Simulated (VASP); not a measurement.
# Li (Pnma) in VASP: single point with PBE

Aim: the single point of Li with PBE.

Program: VASP 6.6.1. These are calculated values, not measurements. Logs are shortened: lines on timing, memory, paths and dates and some standing lists are left out, and cuts for length are marked.

### Step 1. The cell of the first run

It takes space group Pnma (No. 62, orthorhombic). The conventional cell has a = 9.862 Å, b = 3.120 Å, c = 5.258 Å, α = 90.00°, β = 90.00°, γ = 90.00°. Li (site symmetry m) has 12 Li at 3.03 to 3.12 Å within 4.0 Å. Within 4.0 Å of Li (site symmetry m) lie 12 Li at 3.03 to 3.12 Å.

The cell was generated, and may not be a known phase.

### Step 2. Single point, PBE

INCAR reads:

```
ALGO = Fast ; EDIFF = 1E-7
ENCUT = 520 ; GGA = PE
ISIF = 2 ; ISMEAR = 0
LASPH = True ; LCHARG = False
LREAL = False ; LWAVE = False
NBANDS = 22 ; NELM = 60
PREC = Accurate ; SIGMA = 0.1
```

KPOINTS reads:

```
k-points
0
Gamma
  6 10 8
```

POSCAR reads:

```
Li
1.0
    9.8619037123      0.0000000000      0.0000000000
    0.0000000000      3.1196426061      0.0000000000
    0.0000000000      0.0000000000      5.2576000669
Li
8
Direct
    0.2498195341      0.2500000000      0.5920700718
    0.2501804659      0.7500000000      0.0920700718
    0.7498195341      0.2500000000      0.9079299282
    0.7501804659      0.7500000000      0.4079299282
   -0.0002008486      0.7500000000      0.7493498234
    0.5002008486      0.2500000000      0.2493498234
    0.4997991514      0.7500000000      0.7506501766
    1.0002008486      0.2500000000      0.2506501766
```

Potentials or basis: VASP PAW PBE potentials, release 64 (Li_sv).

Run with:

```bash
$ cat potpaw_PBE.64/Li_sv/POTCAR > POTCAR
$ mpirun -np 1 vasp_std > vasp.out
```

OUTCAR:

```text
EDIFF = 1E-7
   ENCUT = 520
   GGA = PE
   ISIF = 2
   ISMEAR = 0
   LASPH = True
   LREAL = False
   NELM = 60
   PREC = Accurate

 ion  position               nearest neighbor table
   1  0.250  0.250  0.592-
   2  0.250  0.750  0.092-
   3  0.750  0.250  0.908-
   4  0.750  0.750  0.408-
   5  1.000  0.750  0.749-
   6  0.500  0.250  0.249-
   7  0.500  0.750  0.751-
   8  0.000  0.250  0.251-

  LATTYP: Found a simple orthorhombic cell.
 ALAT       =     3.1196426061
 B/A-ratio  =     1.6853212790
 C/A-ratio  =     3.1612286911

  Lattice vectors:

 A1 = (   0.0000000000,   3.1196426061,   0.0000000000)
 A2 = (   0.0000000000,   0.0000000000,   5.2576000669)
 A3 = (   9.8619037123,   0.0000000000,   0.0000000000)

Analysis of symmetry for initial positions (statically):
=====================================================================
 Subroutine PRICEL returns:
 Original cell was already a primitive cell.

 Routine SETGRP: Setting up the symmetry group for a
 simple orthorhombic supercell.

 Subroutine GETGRP returns: Found  8 space group operations
 (whereof  2 operations were pure point group operations)
 out of a pool of  8 trial point group operations.

The static configuration has the point symmetry S_2 .
 The point group associated with its full space group is D_2h.

Analysis of symmetry for dynamics (positions and initial velocities):
=====================================================================
 Subroutine PRICEL returns:
 Original cell was already a primitive cell.

 Routine SETGRP: Setting up the symmetry group for a
 simple orthorhombic supercell.

 Subroutine GETGRP returns: Found  8 space group operations
 (whereof  2 operations were pure point group operations)
 out of a pool of  8 trial point group operations.

The dynamic configuration has the point symmetry S_2 .
 The point group associated with its full space group is D_2h.

 Subroutine INISYM returns: Found  8 space group operations
 (whereof  2 operations are pure point group operations),
 and found     1 'primitive' translations

----------------------------------------------------------------------------------------

                                     Primitive cell

  volume of cell :     161.7533

  direct lattice vectors                    reciprocal lattice vectors
     9.861903712  0.000000000  0.000000000     0.101400301  0.000000000  0.000000000
     0.000000000  3.119642606  0.000000000     0.000000000  0.320549539  0.000000000
     0.000000000  0.000000000  5.257600067     0.000000000  0.000000000  0.190200850

  length of vectors
     9.861903712  3.119642606  5.257600067     0.101400301  0.320549539  0.190200850

  position of ions in fractional coordinates (direct lattice)
     0.249819534  0.250000000  0.592070072
     0.250180466  0.750000000  0.092070072
     0.749819534  0.250000000  0.907929928
     0.750180466  0.750000000  0.407929928
     0.999799151  0.750000000  0.749349823
     0.500200849  0.250000000  0.249349823
     0.499799151  0.750000000  0.750650177
     0.000200849  0.250000000  0.250650177

  ion indices of the primitive-cell ions
   primitive index   ion index
                 1           1
                 2           2
                 3           3
                 4           4
                 5           5
                 6           6
                 7           7
                 8           8

----------------------------------------------------------------------------------------

 KPOINTS: k-points

Automatic generation of k-mesh.
 Grid dimensions read from file:
 generate k-points for:    6   10    8

 Generating k-lattice:

  Cartesian coordinates                     Fractional coordinates (reciprocal lattice)
     0.016900050  0.000000000  0.000000000     0.166666667  0.000000000  0.000000000
     0.000000000  0.032054954  0.000000000     0.000000000  0.100000000  0.000000000
     0.000000000  0.000000000  0.023775106     0.000000000  0.000000000  0.125000000

  Length of vectors
     0.016900050  0.032054954  0.023775106

  Shift w.r.t. Gamma in fractional coordinates (k-lattice)
     0.000000000  0.000000000  0.000000000

 Subroutine IBZKPT returns following result:
 ===========================================

 Found    120 irreducible k-points:

 Following reciprocal coordinates:
            Coordinates               Weight
  0.000000  0.000000  0.000000      1.000000
  0.166667  0.000000  0.000000      2.000000
  0.333333  0.000000  0.000000      2.000000
  0.500000  0.000000  0.000000      1.000000
  0.000000  0.100000  0.000000      2.000000
  0.166667  0.100000  0.000000      4.000000
[... 16 lines left out ...]
  0.333333  0.500000  0.000000      2.000000
  0.500000  0.500000  0.000000      1.000000
 [... further k-points ...]
   k-points           NKPTS =    120   k-points in BZ     NKDIM =    120   number of bands    NBANDS=     22
   number of dos      NEDOS =    301   number of ions     NIONS =      8
   total plane-waves  NPLWV =  76800
   dimension x,y,z NGX =    80 NGY =   24 NGZ =   40
   dimension x,y,z NGXF=   160 NGYF=   48 NGZF=   80
   ions per type =               8
   NGX,Y,Z   is equivalent  to a cutoff of  13.49, 12.79, 12.65 a.u.
   NGXF,Y,Z  is equivalent  to a cutoff of  26.97, 25.58, 25.30 a.u.
 SYSTEM =  unknown system
   PREC   = accura    normal or accurate (medium, high low for compatibility)
   ISTART =      0    job   : 0-new  1-cont  2-samecut
   ICHARG =      2    charge: 1-file 2-atom 10-const
   ISPIN  =      1    spin polarized calculation?
   LNONCOLLINEAR =      F non collinear calculations
   LSORBIT =      F    spin-orbit coupling
   LASPH  =      T    aspherical Exc in radial PAW
   ENCUT  =  520.0 eV  38.22 Ry    6.18 a.u.  18.34  5.80  9.78*2*pi/ulx,y,z
   NELM   =     60;   NELMIN=  2; NELMDL= -5     # of ELM steps
   EDIFF  = 0.1E-06   stopping-criterion for ELM
   LREAL  =      F    real-space projection
   EDIFFG = 0.1E-05   stopping-criterion for IOM
   NSW    =      0    number of steps for IOM
   IBRION =     -1    ionic relax: 0-MD 1-quasi-New 2-CG
   NFREE  =      0    steps in history (QN), initial steepest desc. (CG)
   ISIF   =      2    stress and relaxation
   ISYM   =      2    0-nonsym 1-usesym 2-fastsym
   POTIM  = 0.5000    time-step for ionic-motion
   TEBEG  =    0.0;   TEEND  =   0.0 temperature during run
   PSTRESS=    0.0 pullay stress
   NELECT =      24.0000    total number of electrons
   NUPDOWN=      -1.0000    fix difference up-down
   EMIN   =  10.00;   EMAX   =-10.00  energy-range for DOS
   EFERMI =   0.00;   METHOD = LEGACY
   ISMEAR =     0;   SIGMA  =   0.10  broadening in eV -4-tet -1-fermi 0-gaus
   EFERMI_NEDOS =   21; number of points for ismear=-14 and -15
   IALGO  =     68    algorithm
   IMIX   =      4    mixing-type and parameters
     AMIX     =   0.40;   BMIX     =  1.00
     AMIX_MAG =   1.60;   BMIX_MAG =  1.00
  volume/ion in A,a.u.               =      20.22       136.45
  Fermi-wavevector in a.u.,A,eV,Ry     =   0.866684  1.637796 10.219900  0.751141
  Thomas-Fermi vector in A             =   1.985109
   LORBIT       =      0    0 simple, 1 ext, 2 COOP (PROOUT), +10 PAW based schemes
   GGA     = PE    functional components
   LHFCALC =     F    Hartree Fock is set to
   AEXX    =    0.0000 exact exchange contribution
   IVDW    =     0    specifies the selected vdW correction
   LEPSILON=     F    determine dielectric tensor
   LRPA    =     F    only Hartree local field effects (RPA)
 non-spin polarized calculation
 RMM-DIIS sequential band-by-band and
 Gauss-broadening in eV      SIGMA  =   0.10
  energy-cutoff  :      520.00
  volume of cell :      161.75
 maximum number of plane-waves:      4390
 NGX is ok and might be reduce to    80
   NGX = 37   NGY = 11   NGZ = 19

 number of electron      23.9999962 magnetization

 Free energy of the ion-electron system (eV)
  ---------------------------------------------------
  ext. energy  EPLUGINS =         0.00000000
  ---------------------------------------------------
  free energy    TOTEN  =       -15.25934382 eV

  energy without entropy =      -15.23878155  energy(sigma->0) =      -15.24906269

 E-fermi :   0.6230     XC(G=0):  -7.0503

 val. band max:        0.6220286850   @ k =   0.1667   0.0000   0.0000
 cond. band min:       0.6243003108   @ k =   0.1667   0.2000   0.1250
 fundamental gap:      0.0022716258
 Fermi energy:         0.6229705050

 k-point     1 :       0.0000    0.0000    0.0000
  band No.  band energies     occupation
      1     -45.8934      2.00000
      2     -45.8838      2.00000
      3     -45.8837      2.00000
      4     -45.8751      2.00000
      5     -45.8740      2.00000
      6     -45.8717      2.00000
[... 14 lines left out ...]
     21       6.5374      0.00000
     22       7.2763      0.00000

 k-point     2 :       0.1667    0.0000    0.0000
  band No.  band energies     occupation
      1     -45.8931      2.00000
      2     -45.8862      2.00000
      3     -45.8812      2.00000
      4     -45.8750      2.00000
      5     -45.8743      2.00000
      6     -45.8726      2.00000
[... 14 lines left out ...]
     21       6.1168      0.00000
     22       7.7430      0.00000

 k-point     3 :       0.3333    0.0000    0.0000
  band No.  band energies     occupation
      1     -45.8921      2.00000
      2     -45.8886      2.00000
      3     -45.8788      2.00000
      4     -45.8753      2.00000
      5     -45.8746      2.00000
      6     -45.8734      2.00000
[... 14 lines left out ...]
     21       5.5919      0.00000
     22       6.5678      0.00000
[... 476 lines left out ...]
 k-point    23 :       0.3333    0.5000    0.0000
  band No.  band energies     occupation
      1     -45.8756      2.00000
      2     -45.8756      2.00000
      3     -45.8744      2.00000
      4     -45.8744      2.00000
      5     -45.8714      2.00000
      6     -45.8714      2.00000
[... 14 lines left out ...]
     21       5.0652      0.00000
     22       5.0734      0.00000

 k-point    24 :       0.5000    0.5000    0.0000
  band No.  band energies     occupation
      1     -45.8751      2.00000
      2     -45.8751      2.00000
      3     -45.8751      2.00000
      4     -45.8751      2.00000
      5     -45.8707      2.00000
      6     -45.8707      2.00000
[... 14 lines left out ...]
     21       5.4164      0.00000
     22       5.4164      0.00000

 [... further k-points ...]

------------------------ aborting loop because EDIFF is reached ----------------------------------------

  FORCE on cell =-STRESS in cart. coord.  units (eV):
  Direction    XX          YY          ZZ          XY          YZ          ZX
  --------------------------------------------------------------------------------------
  -------------------------------------------------------------------------------------
  Total       -0.0602884     -0.0556618     -0.0955962      0.0000000     -0.0000000      0.0000000
  in kB       -0.5971605     -0.5513342     -0.9468866      0.0000000     -0.0000000      0.0000000
  external PRESSURE =      -0.6984604 kB  Pullay stress =       0.0000000 kB

 VOLUME and BASIS-vectors are now :
 -----------------------------------------------------------------------------
  energy-cutoff  :      520.00
  volume of cell :      161.75
      direct lattice vectors                 reciprocal lattice vectors
     9.861903712  0.000000000  0.000000000     0.101400301  0.000000000  0.000000000
     0.000000000  3.119642606  0.000000000     0.000000000  0.320549539  0.000000000
     0.000000000  0.000000000  5.257600067     0.000000000  0.000000000  0.190200850

 POSITION                                       TOTAL-FORCE (eV/Angst)
 -----------------------------------------------------------------------------------
      2.46370      0.77991      3.11287         0.003626      0.000000     -0.000394
      2.46726      2.33973      0.48407        -0.003626      0.000000     -0.000394
      7.39465      0.77991      4.77353         0.003626     -0.000000      0.000394
      7.39821      2.33973      2.14473        -0.003626     -0.000000      0.000394
      9.85992      2.33973      3.93978         0.001604      0.000000      0.009289
      4.93293      0.77991      1.31098        -0.001604      0.000000      0.009289
      4.92897      2.33973      3.94662         0.001604      0.000000     -0.009289
      0.00198      0.77991      1.31782        -0.001604      0.000000     -0.009289
 -----------------------------------------------------------------------------------
    total drift:                                0.000000      0.000000      0.000000

  FREE ENERGIE OF THE ION-ELECTRON SYSTEM (eV)
  ---------------------------------------------------
  free  energy   TOTEN  =       -15.2593438198 eV

  energy  without entropy=      -15.2387815549  energy(sigma->0) =      -15.24906269
```

Wall time 6.4 min (1 thread of Intel Xeon 6975P-C (Granite Rapids), shared host); peak memory 0.43 GiB.

Results:

```yaml
Free_energy: -15.2593 eV
Largest_force: 0.009 eV/Å
Band_gap_on_the_k_mesh: zero (bands 12 and 13 overlap by 2.66 eV)
```

Forces on the atoms (eV/Å):
```
Li   0.004  0.000  0.000
Li  -0.004  0.000  0.000
Li   0.004  0.000  0.000
Li  -0.004  0.000  0.000
Li   0.002  0.000  0.009
Li  -0.002  0.000  0.009
Li   0.002  0.000 -0.009
Li  -0.002  0.000 -0.009
```

Levels at points of the mesh, in eV from the Fermi level:
| k point | band 9 | band 10 | band 11 | band 12 | band 13 | band 14 | band 15 | band 16 |
| --- | --- | --- | --- | --- | --- | --- | --- | --- |
| (0.00, 0.00, 0.00) | -3.55 | -2.41 | -2.41 | -0.02 | 0.10 | 0.60 | 0.81 | 1.47 |
| (0.50, 0.00, 0.00) | -3.27 | -3.27 | -1.04 | -1.04 | 0.18 | 0.18 | 1.23 | 1.23 |
| (0.00, 0.50, 0.00) | -0.66 | -0.66 | 0.42 | 0.42 | 0.44 | 0.44 | 3.22 | 3.22 |
| (0.50, 0.50, 0.00) | -0.39 | -0.39 | -0.39 | -0.39 | 1.78 | 1.78 | 1.78 | 1.78 |
| (0.00, 0.00, 0.50) | -2.54 | -2.54 | -1.38 | -1.38 | -1.38 | -1.38 | 1.42 | 1.42 |
| (0.50, 0.00, 0.50) | -2.26 | -2.26 | -2.25 | -2.25 | 0.05 | 0.05 | 0.06 | 0.06 |
| (0.00, 0.50, 0.50) | -0.11 | -0.11 | 0.40 | 0.40 | 0.62 | 0.62 | 1.15 | 1.15 |
| (0.50, 0.50, 0.50) | 0.07 | 0.07 | 0.07 | 0.07 | 0.94 | 0.94 | 0.94 | 0.94 |

Caveat: the cutoff is under 1.25 times the usual one of these potentials, so pressure, stress and relaxed cells hold a basis-set (Pulay) error.
